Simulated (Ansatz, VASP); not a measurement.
# Au: VASP beside Ansatz

The input INCAR:

```
SYSTEM = Au
PREC = Accurate ; ENCUT = 520
EDIFF = 1E-6 ; ISMEAR = 0
SIGMA = 0.15 ; LREAL = .FALSE.
LASPH = .TRUE. ; NELM = 60
ALGO = Fast ; ISIF = 2
LWAVE = .FALSE. ; LCHARG = .TRUE.
GGA = PS ; LELF = .TRUE.
LVHAR = .TRUE. ; NBANDS = 18
```

KPOINTS

```
regular mesh
0
G
  24 24 12
  0 0 0
```

File POSCAR:

```
Au
1.0
    1.4100150311     -2.4918330679      0.0000000000
    1.4100150311      2.4918330679      0.0000000000
    0.0000000000      0.0000000000      4.8006775662
Au
2
Direct
    0.6638639510      0.3361360490      0.2500000000
    0.3361360490      0.6638639510      0.7500000000
```

Input for Ansatz:

```yaml
crystal:
  lattice:
    - [1.4100150311, -2.4918330679, 0.0]
    - [1.4100150311, 2.4918330679, 0.0]
    - [0.0, 0.0, 4.8006775662]
  atoms:
    - { symbol: Au, position: [0.663863951, 0.336136049, 0.25] }
    - { symbol: Au, position: [0.336136049, 0.663863951, 0.75] }
basis:
  ecutwfc: 420
kpoints:
  mp_grid: { grid: [24, 24, 12] }
hamiltonian:
  xc: pbesol
scf:
  occupations: { method: gaussian, width: 0.15 }
output:
  forces: true
  stress: true
  eigenvalues: true
```

Change from the starting cell: strain -0.0100 x Voigt [0, 1, 0, 0, 0, 0], atoms carried along.

Alike in both runs: task single point; functional PBEsol; k mesh 24 × 24 × 12; occupations gaussian, width 0.15 eV; no spin polarisation.

|  | VASP | Ansatz |
| --- | --- | --- |
| version | VASP 6.6.1 | Ansatz 0.2.0 |
| potentials or method | VASP PAW PBE potentials, release 64 (Au), cutoff 520 eV | scalar-relativistic, plane waves, PAW |
| valence electrons in the cell | 22 | 38 |

```csv
,VASP,Ansatz,Ansatz less VASP
gap on the k mesh at the Fermi level (eV),none,none,-
pressure (GPa),1.5,1.8,+0.22
"traceless stress, the component that is largest in VASP (GPa)",0.61,0.60,-0.003
```

VASP's potentials were made for PBE, not for PBEsol. A gap of «none» marks a metal or a gap that the smearing closes. The functional is the same, so the differences come from potentials, cutoffs and numerics. VASP's potentials hold 22 valence electrons a cell and Ansatz's 38, so a difference there can come from the potentials and not from the codes.

Spin-orbit coupling is off throughout.
